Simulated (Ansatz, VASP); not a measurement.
One calculation of Tl, two programs

```xyz
3
Lattice="5.6296 0.0000 0.0000 -2.8148 4.8754 0.0000 0.0000 0.0000 3.4651" Properties=species:S:1:pos:R:3 pbc="T T T"
Tl    0.0000    0.0000    0.0000
Tl    0.0000    3.2503    1.7326
Tl    2.8148    1.6251    1.7326
```

Alike in both runs: functional PBE; k mesh 7 × 7 × 10; occupations fermi-dirac, width 0.1 eV; no spin polarisation.

Ansatz relaxed the structure, and its values are those at the end. VASP's run is a single point on that final structure, the one shown.

|  | VASP | Ansatz |
| --- | --- | --- |
| version | VASP 6.6.1 | Ansatz 0.2.0 |
| potentials or method | VASP PAW PBE potentials, release 64 (Tl_d) | PAW with Ansatz's default frozen-core files, scalar-relativistic |
| plane-wave cutoff (eV) | 520 | 420 |
| valence electrons in the cell | 39 | 39 |

|  | VASP | Ansatz | Ansatz less VASP |
| --- | --- | --- | --- |
| pressure (GPa) | -0.1 | 0.0 | +0.06 |

Neither program's run includes spin-orbit coupling.
